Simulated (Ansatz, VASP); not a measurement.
## Two plane-wave programs on Al3Ni2

INCAR

```
PREC     = Accurate       # precision mode
ENCUT    = 520            # plane-wave cutoff, eV
EDIFF    = 1E-6           # SCF threshold, eV
ISMEAR   = 0              # smearing method
SIGMA    = 0.15           # smearing width, eV
LREAL    = F              # projectors in reciprocal space
LASPH    = T              # aspherical terms in the spheres
NELM     = 100            # most SCF steps
ALGO     = Fast           # electronic algorithm
ISIF     = 2              # what is computed and relaxed
LWAVE    = F              # write WAVECAR
LCHARG   = F              # write CHGCAR
GGA      = PS             # functional
NBANDS   = 22             # bands
```

Contents of KPOINTS:

```
regular mesh
0
Gamma
  12 12 10
```

Contents of POSCAR:

```
Al3Ni2
1.0
    4.0031396433      0.0000000000      0.0000000000
   -2.0015698216      3.4668206260      0.0000000000
    0.0000000000      0.0000000000      4.9809512260
Al Ni
3 2
Direct
    0.0000000000      0.0000000000      0.0000000000
    0.3333333333      0.6666666667      0.6477829059
    0.6666666667      0.3333333333      0.3522170941
    0.3333333333      0.6666666667      0.1455709067
    0.6666666667      0.3333333333      0.8544290933
```

Input for Ansatz:

```yaml
crystal:
  lattice:
    - [4.0031396433, 0.0, 0.0]
    - [-2.0015698216, 3.466820626, 0.0]
    - [0.0, 0.0, 4.980951226]
  atoms:
    - { symbol: Al, position: [0.0, 0.0, 0.0] }
    - { symbol: Al, position: [0.3333333333, 0.6666666667, 0.6477829059] }
    - { symbol: Al, position: [0.6666666667, 0.3333333333, 0.3522170941] }
    - { symbol: Ni, position: [0.3333333333, 0.6666666667, 0.1455709067] }
    - { symbol: Ni, position: [0.6666666667, 0.3333333333, 0.8544290933] }
basis:
  ecutwfc: 420
kpoints:
  mp_grid: { grid: [12, 12, 10] }
hamiltonian:
  xc: pbesol
scf:
  occupations: { method: gaussian, width: 0.15 }
output:
  forces: true
  stress: true
  eigenvalues: true
  write_density: true
  write_potential: true
  elf: true
  volumetric_format: npy
```

Change from the starting cell: strain +0.000 along x and y, +0.025 along z, atoms carried along.

Alike in both runs: task single point; functional PBEsol; k mesh 12 × 12 × 10; occupations gaussian, width 0.15 eV; no spin polarisation.

|  | VASP | Ansatz |
| --- | --- | --- |
| version | VASP 6.6.1 | Ansatz 0.2.0 |
| potentials or method | VASP PAW PBE potentials, release 64 (Al, Ni), cutoff 520 eV | scalar-relativistic, plane waves, PAW |
| valence electrons in the cell | 29 | 45 |

Ansatz gave:

```
gap on the k mesh at the Fermi level (eV)                     : none
pressure (GPa)                                                : -3.4
traceless stress, the component that is largest in VASP (GPa) : -3.33
rms of the force components (eV/Å)                            : 0.024
```

**Question.** Which values does VASP return?

**Answer.** gap on the k mesh at the Fermi level (eV): none; pressure (GPa): -3.3; traceless stress, the component that is largest in VASP (GPa): -3.29; rms of the force components (eV/Å): 0.026.

VASP's potentials were made for PBE, not for PBEsol. Atom by atom the forces differ by 0.004 eV/Å (rms over components). A gap of «none» marks a metal or a gap that the smearing closes. VASP's potentials hold 29 valence electrons a cell and Ansatz's 45, so a difference there can come from the potentials and not from the codes.
